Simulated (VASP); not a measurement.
Input of a VASP 6.6.1 run:

File INCAR:

```
SYSTEM = Ti
  PREC = Accurate
  ENCUT = 520
  EDIFF = 1E-6
  ISMEAR = 0
  SIGMA = 0.15
  LREAL = .FALSE.
  LASPH = .TRUE.
  NELM = 60
  ALGO = Fast
  ISIF = 2
  LWAVE = .FALSE.
  LCHARG = .FALSE.
  GGA = PS
  NBANDS = 12
```

The input KPOINTS:

```
regular mesh
0
G
  20 20 20
  0 0 0
```

Contents of POSCAR:

```
Ti
1.0
   -1.7066400000      1.7066400000      1.5753600000
    1.7066400000     -1.7066400000      1.5753600000
    1.7066400000      1.7066400000     -1.5753600000
Ti
1
Direct
    0.0000000000      0.0000000000      0.0000000000
```

Potentials or basis: VASP PAW PBE potentials, release 64 (Ti_sv).

Run with:

```sh
$ cat potpaw_PBE.64/Ti_sv/POTCAR > POTCAR
$ mpirun -np 1 vasp_std > vasp.out
```

(1) Predict the pressure.

(2) What does it give for the band gap on the k mesh?

Results:

(1) -9.9 GPa.

(2) zero (bands 6 and 7 overlap by 1.46 eV).

Caveat: the cell differs from its parent crystal (strain +0.040 along x and y, -0.040 along z); the cell stands under tension; the PAW data sets were made with another functional, which shifts forces and pressure a little.
